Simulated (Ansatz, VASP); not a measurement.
# BAs in VASP and in Ansatz

INCAR

```
SYSTEM = BAs
  PREC = Accurate
  ENCUT = 500
  EDIFF = 1E-6
  ISMEAR = 0
  SIGMA = 0.1
  LREAL = .False.
  LASPH = .True.
  NELM = 120
  ALGO = Normal
  ISIF = 2
  LWAVE = .False.
  LCHARG = .False.
  GGA = PE
  NBANDS = 11
  GGA_COMPAT = .False.
```

KPOINTS

```
Automatic mesh
0
Gamma
  6 6 6
  0 0 0
```

Contents of POSCAR:

```
BAs
1.0
    3.1160105200      0.0000000000      0.0000000000
   -1.5580052600      2.6985442700      0.0000000000
    0.0000000000      0.0000000000      3.0410719500
B As
1 1
Direct
    0.6666666700      0.3333333300      0.5000000000
    0.0000000000      0.0000000000      0.0000000000
```

Input for Ansatz:

```yaml
crystal:
  lattice:
    - [3.11601052, 0.0, 0.0]
    - [-1.55800526, 2.69854427, 0.0]
    - [0.0, 0.0, 3.04107195]
  atoms:
    - { symbol: B, position: [0.66666667, 0.33333333, 0.5] }
    - { symbol: As, position: [0.0, 0.0, 0.0] }
basis:
  ecutwfc: 420
kpoints:
  mp_grid: { grid: [6, 6, 6] }
hamiltonian:
  xc: pbe
scf:
  occupations: { method: gaussian, width: 0.1 }
  lower_state_search: "off"
output:
  forces: true
  stress: true
  eigenvalues: true
```

Change from the starting cell: species swapped into the WC type (P-6m2, No. 187).

Alike in both runs: task single point; functional PBE; k mesh 6 × 6 × 6; occupations gaussian, width 0.1 eV; no spin polarisation.

```csv
,VASP,Ansatz
version,VASP 6.6.1,Ansatz 0.2.0
potentials or method,"VASP PAW PBE potentials, release 64 (B, As), cutoff 500 eV","scalar-relativistic, plane waves, PAW"
valence electrons in the cell,8,18
```

VASP gave:

| Property | Result |
| --- | --- |
| gap on the k mesh at the Fermi level (eV) | none |
| pressure (GPa) | -1.2 |
| traceless stress, the component that is largest in VASP (GPa) | -7.24 |

Q: Which values does Ansatz return?

A: gap on the k mesh at the Fermi level (eV): none; pressure (GPa): -1.4; traceless stress, the component that is largest in VASP (GPa): -7.26.

A gap of «none» marks a metal or a gap that the smearing closes. With one functional, cell and mesh, what is left measures potentials, basis and numerics. VASP's potentials hold 8 valence electrons a cell and Ansatz's 18, so a difference there can come from the potentials and not from the codes.

The k mesh is coarse, so the values compare programs but aren't converged.
